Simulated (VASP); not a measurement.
# CaO: G0W0 quasiparticle levels with PBE

Crystal: CaO.

```
Ca O
1.0
     2.90321    0.00000    0.00000
     0.00000    2.90321    0.00000
     0.00000    0.00000    2.90321
Ca O
1 1
Direct
  0.00000 0.00000 0.00000
  0.50000 0.50000 0.50000
```

```
Program                         : VASP 6.6.1
Task                            : G0W0 quasiparticle levels
Functional                      : PBE
Potentials or basis             : VASP PAW PBE potentials, release 64 (Ca_sv_GW, O_GW)
Cutoff                          : 500 eV
k mesh                          : 6 × 6 × 6
Occupations                     : gaussian, width 0.01 eV
Spin                            : no spin polarisation
Dipole correction               : no
GW scheme                       : G0W0
GW iterations                   : 1
Cutoff of the response function : 80
Frequency points                : 96
Empty bands                     : 39
Further INCAR settings          : ALGO = EVGW0; EDIFF = 1e-08; NBANDS = 47
```

```yaml
Quasiparticle_gap: 4.89 eV
Least_direct_quasiparticle_gap: 5.26 eV
Band_gap_of_the_starting_levels_on_the_mesh: 2.77 eV
Least_direct_gap_of_the_starting_levels_on_the_mesh: 3.08 eV
```

It took 4.4 min on 1 thread of AMD EPYC 7R43 64-Core Processor (Zen 3), with other jobs on the host, peak memory 0.3 GiB.

Caveat: the k points lie up to 0.36 Å⁻¹ apart; bands, screening cutoff and mesh are small and nothing is extrapolated, so the quasiparticle values aren't converged; the structure was generated, so it needn't be the stable form of CaO.
